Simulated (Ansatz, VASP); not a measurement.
**W: VASP beside Ansatz**

File POSCAR:

```
W
1.0
   -1.5823450000      1.5823450000      1.5823450000
    1.5823450000     -1.5823450000      1.5823450000
    1.5823450000      1.5823450000     -1.5823450000
W
1
Direct
    0.0000000000      0.0000000000      0.0000000000
```

File INCAR.step1:

```
SYSTEM = W
ALGO = Normal ; EDIFF = 1E-4
ENCUT = 520 ; GGA = PE
ISMEAR = 1 ; LASPH = .True.
LCHARG = .False. ; LREAL = .False.
LWAVE = .True. ; NBANDS = 13
NELM = 60 ; PREC = Accurate
SIGMA = 0.1
```

File INCAR.step2:

```
SYSTEM = W
ALGO = Normal ; EDIFF = 1E-6
ENCUT = 520 ; ISIF = 2
ISMEAR = 1 ; ISTART = 1
LASPH = .True. ; LCHARG = .False.
LMIXTAU = .True. ; LREAL = .False.
LWAVE = .False. ; METAGGA = R2SCAN
NBANDS = 13 ; NELM = 60
PREC = Accurate ; SIGMA = 0.1
```

KPOINTS

```
k-points
0
Gamma
  13 13 13
  0 0 0
```

Input for Ansatz:

```yaml
crystal:
  lattice:
    - [-1.582345, 1.582345, 1.582345]
    - [1.582345, -1.582345, 1.582345]
    - [1.582345, 1.582345, -1.582345]
  atoms:
    - { symbol: W, position: [0.0, 0.0, 0.0] }
basis:
  ecutwfc: 650.0
kpoints:
  mp_grid:
    grid: [13, 13, 13]
hamiltonian:
  xc: r2scan
scf:
  convergence:
    dr2_threshold: 1.0e-10
  occupations:
    method: methfessel_paxton
output:
  stress: true
```

Alike in both runs: task single point; functional r2SCAN; k mesh 13 × 13 × 13; no spin polarisation.

```csv
,VASP,Ansatz
version,VASP 6.6.1,Ansatz 0.2.0
potentials or method,"VASP PAW PBE potentials, release 64 (W_sv), cutoff 520 eV","plane waves, PAW"
occupations,"methfessel-paxton of order 1, width 0.1 eV",methfessel-paxton of order 1
valence electrons in the cell,14,14
```

VASP gave:

* pressure (GPa): 2.2

**Question.** Which values does Ansatz return?

**Answer.** Pressure (GPa): 1.0.

VASP's potentials were made for PBE, not for r2SCAN.

Neither program's run includes spin-orbit coupling.
